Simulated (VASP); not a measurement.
Tl: relaxation of cell and atoms with PBEsol

Tl:

```
CELL_PARAMETERS angstrom
3.45600 0.00000 0.00000
-1.72800 2.99298 0.00000
0.00000 0.00000 5.52500
ATOMIC_POSITIONS crystal
Tl 0.33333 0.66667 0.25000
Tl 0.66667 0.33333 0.75000
```

* Program: VASP 6.6.1
* Task: relaxation of cell and atoms
* Functional: PBEsol
* Potentials or basis: VASP PAW PBE potentials, release 64 (Tl_d)
* Cutoff: 600 eV
* k mesh: 15 × 15 × 8
* Occupations: gaussian, width 0.1 eV
* Spin: no spin polarisation
* Dipole correction: no
* Further INCAR settings: ALGO = Normal; EDIFF = 1e-06; IBRION = 2; EDIFFG = -0.005; NSW = 100; ISIF = 3

```yaml
Relaxed_volume: 28.64 Å³/atom
Relaxed_cell: a = 3.503 Å, b = 3.503 Å, c = 5.391 Å, α = 90.00°, β = 90.00°, γ = 120.00°
Space_group_after_relaxing_to_0.05_Å: P6_3/mmc (No. 194)
Energy_gained_by_relaxing: 0.8 meV/atom
Ionic_steps: 10
Pressure_after_relaxing: 0.0 GPa
Band_gap_on_the_k_mesh: zero (band 13 reaches 10.30 eV, above the bottom of band 14 at 4.14 eV)
```

The path:
```csv
step,energy change (eV),largest force (eV/Å),pressure (GPa),volume (Å³)
1,0.0000,0.0000,-0.01,57.15
2,-0.0003,0.0000,0.01,57.14
3,-0.0010,0.0000,0.06,57.10
4,-0.0015,0.0000,0.17,57.01
5,-0.0015,0.0000,-0.16,57.54
6,-0.0017,0.0000,0.04,57.25
7,-0.0017,0.0000,0.00,57.28
8,-0.0017,0.0000,0.00,57.26
9,-0.0017,0.0000,0.01,57.26
10,-0.0017,0.0000,0.00,57.28
```

Final structure:
```xyz
2
Lattice="3.5026 0.0000 0.0000 -1.7513 3.0333 0.0000 0.0000 0.0000 5.3909" Properties=species:S:1:pos:R:3 pbc="T T T"
Tl    0.0000    2.0222    1.3477
Tl    1.7513    1.0111    4.0432
```

Levels at points of the mesh, in eV from the Fermi level:
```
           k point  band 11  band 12  band 13  band 14  band 15  band 16
(0.00, 0.00, 0.00)   -10.05    -4.74    -2.72     7.50     7.50     9.69
(0.00, 0.00, 0.50)    -8.55    -8.55     3.89     3.89     8.55     8.55
```

Run time: 3.6 min on 1 thread of Intel(R) Xeon(R) 6975P-C (Granite Rapids), with other jobs on the host, peak memory 0.29 GiB.

Caveat: the PAW data sets were made with another functional, which shifts forces and pressure a little; spin-orbit coupling is left out, which moves the levels of the heavy elements.
